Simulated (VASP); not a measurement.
# Sn2Ir: single point with LDA

Sn2Ir, a slab with vacuum:

```
Sn Ir
1.0
     4.45750    0.00000    0.00000
    -2.22875    3.86031    0.00000
     0.00000    0.00000   21.45930
Sn Ir
4 2
Direct
  0.00000 0.00000 0.37477
  0.66667 0.33333 0.45737
  0.33333 0.66667 0.54263
  0.00000 0.00000 0.62523
  0.33333 0.66667 0.41767
  0.66667 0.33333 0.58233
```

```json
{"Program": "VASP 6.6.1", "Task": "single point", "Functional": "LDA", "Potentials or basis": "VASP PAW LDA potentials, release 64 (Sn_d, Ir)", "Cutoff": "520 eV", "k mesh": "9 × 9 × 1", "Occupations": "fermi-dirac, width 0.08 eV", "Spin": "no spin polarisation"}
```

```json
{"Largest force": "0.052 eV/Å", "Band gap on the k mesh": "zero (bands 37 and 38 overlap by 1.55 eV)"}
```

Forces on the atoms (eV/Å):
```
Sn   0.000  0.000 -0.013
Sn   0.000  0.000 -0.001
Sn   0.000  0.000  0.004
Sn   0.000  0.000  0.052
Ir   0.000  0.000 -0.043
Ir   0.000  0.000  0.001
```

Levels at points of the mesh, in eV from the Fermi level:
| k point | band 33 | band 34 | band 35 | band 36 | band 37 | band 38 | band 39 | band 40 | band 41 | band 42 |
| --- | --- | --- | --- | --- | --- | --- | --- | --- | --- | --- |
| (0.00, 0.00, 0.00) | -1.92 | -1.31 | 0.52 | 1.15 | 1.15 | 1.41 | 2.15 | 2.86 | 2.86 | 3.37 |

Run time: 5.2 min on 1 thread of Intel(R) Xeon(R) Platinum 8559C (Emerald Rapids), on a shared host, peak memory 0.46 GiB.

Caveat: spin-orbit coupling is left out, which moves the levels of the heavy elements.
